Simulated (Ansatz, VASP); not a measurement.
# Two plane-wave programs on ZrH5

```xyz
6
Lattice="-2.4219 2.4219 1.7625 2.4219 -2.4219 1.7625 2.4219 2.4219 -1.7625" Properties=species:S:1:pos:R:3 pbc="T T T"
Zr    0.0000    0.0000    0.0000
H     1.4100    0.5629    1.7625
H     1.0118    1.8589    0.0000
H     2.9848    1.0118    0.0000
H    -0.5629    1.4100    1.7625
H     0.0000    0.0000    1.7625
```

Alike in both runs: functional PBE; k mesh 5 × 5 × 5; occupations gaussian, width 0.2 eV; no spin polarisation.

Ansatz relaxed the structure, and its values are those at the end. VASP's run is a single point on that final structure, the one shown.

|  | VASP | Ansatz |
| --- | --- | --- |
| version | VASP 6.6.1 | Ansatz 0.2.0 |
| potentials or method | VASP PAW PBE potentials, release 64 (Zr_sv, H), cutoff 500 eV | scalar-relativistic, plane waves, PAW |
| valence electrons in the cell | 17 | 17 |

VASP gave:

| Quantity | Value |
| --- | --- |
| gap on the k mesh at the Fermi level (eV) | none |
| pressure (GPa) | -0.7 |
| rms of the force components (eV/Å) | 0.009 |

Task: Estimate Ansatz's values.

Result: gap on the k mesh at the Fermi level (eV): none; pressure (GPa): -0.5; rms of the force components (eV/Å): 0.009.

A gap of «none» marks a metal or a gap that the smearing closes. The functional is the same, so the differences come from potentials, cutoffs and numerics.

The k mesh is coarse, so the values compare programs but aren't converged.
